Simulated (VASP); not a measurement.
A run of VASP 6.6.1 is set up as follows.

INCAR

```
SYSTEM = MgSnSb2
ALGO = Normal
EDIFF = 1E-6
ENCUT = 520
GGA = PE
ISIF = 2
ISMEAR = -1
LASPH = .True.
LCHARG = .False.
LREAL = .False.
LWAVE = .False.
NBANDS = 21
NELM = 80
PREC = Accurate
SIGMA = 0.02
```

File KPOINTS:

```
k-points
0
Gamma
  4 4 4
  0 0 0
```

The input POSCAR:

```
MgSnSb2
1.0
    4.7065638802      0.0000000000      0.0000000000
    0.0000000000      4.7065638802      0.0000000000
    0.0000000000      0.0000000000      6.6501671749
Mg Sb Sn
1 2 1
Direct
    0.0000000000      0.0000000000      0.0000000000
    0.0000000000      0.5000000000      0.2409840633
    0.5000000000      0.0000000000      0.7590159367
    0.5000000000      0.5000000000      0.5000000000
```

Potentials or basis: VASP PAW PBE potentials, release 64 (Mg, Sb, Sn_d).

The run is started by

```sh
$ cat potpaw_PBE.64/Mg/POTCAR potpaw_PBE.64/Sb/POTCAR potpaw_PBE.64/Sn_d/POTCAR > POTCAR
$ mpirun -np 1 vasp_std > vasp.out
```

**Question.** Estimate the pressure.

**Answer.** -0.8 GPa.

**Question.** Predict the band gap on the k mesh.

**Answer.** Zero (bands 13 and 14 overlap by 0.20 eV).

**Question.** What does it give for the largest force?

**Answer.** 0.043 eV/Å.

Stress tensor (GPa, compression positive):
```
-0.75  0.00  0.00
 0.00 -0.75  0.00
 0.00  0.00 -1.05
```

Caveat: semilocal functionals underestimate gaps, and a narrow one can read as zero; spin-orbit coupling is left out, which moves the levels of the heavy elements.
